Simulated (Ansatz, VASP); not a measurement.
## One calculation of Ta, two programs

```
CELL_PARAMETERS angstrom
-1.62896 1.62896 1.62896
1.62896 -1.62896 1.62896
1.62896 1.62896 -1.62896
ATOMIC_POSITIONS crystal
Ta 0.00000 0.00000 0.00000
```

Change from the starting cell: volume scaled by 0.96.

Alike in both runs: task single point; functional PBE; k mesh 17 × 17 × 17; occupations fermi-dirac, width 0.08 eV; no spin polarisation.

|  | VASP | Ansatz |
| --- | --- | --- |
| version | VASP 6.6.1 | Ansatz 0.2.0 |
| potentials or method | VASP PAW PBE potentials, release 64 (Ta_pv), cutoff 520 eV | all-electron LAPW, scalar-relativistic |

```csv
,VASP,Ansatz,Ansatz less VASP
pressure (GPa),12.5,12.1,-0.35
```

Ansatz ran all-electron here, and VASP with PAW potentials.

Neither program's run includes spin-orbit coupling.
